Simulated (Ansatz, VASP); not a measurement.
# Hg in VASP and in Ansatz

```
CELL_PARAMETERS angstrom
4.84833 0.00000 0.00000
0.00000 4.84833 0.00000
0.00000 0.00000 4.84833
ATOMIC_POSITIONS crystal
Hg 0.50000 0.00000 0.00000
Hg 0.00000 0.50000 0.00000
Hg 0.00000 0.00000 0.50000
```

Alike in both runs: task relaxation of cell and atoms; functional PBE; k mesh 10 × 10 × 10; occupations gaussian, width 0.1 eV; no spin polarisation.

|  | VASP | Ansatz |
| --- | --- | --- |
| version | VASP 6.6.1 | Ansatz 0.2.0 |
| potentials or method | VASP PAW PBE potentials, release 64 (Hg_sv_GW), cutoff 500 eV | scalar-relativistic, plane waves, PAW |
| valence electrons in the cell | 60 | 60 |

```csv
,VASP,Ansatz,Ansatz less VASP
"gap on the k mesh at the Fermi level, each at its own relaxed structure (eV)",none,none,-
relaxed volume (Å³/atom),33.89,35.61,+1.718
relaxed length of the cell vector where the two differ most in proportion (Å),4.667,4.745,+0.0776
```

A gap of «none» marks a metal or a gap that the smearing closes.

Neither program's run includes spin-orbit coupling.
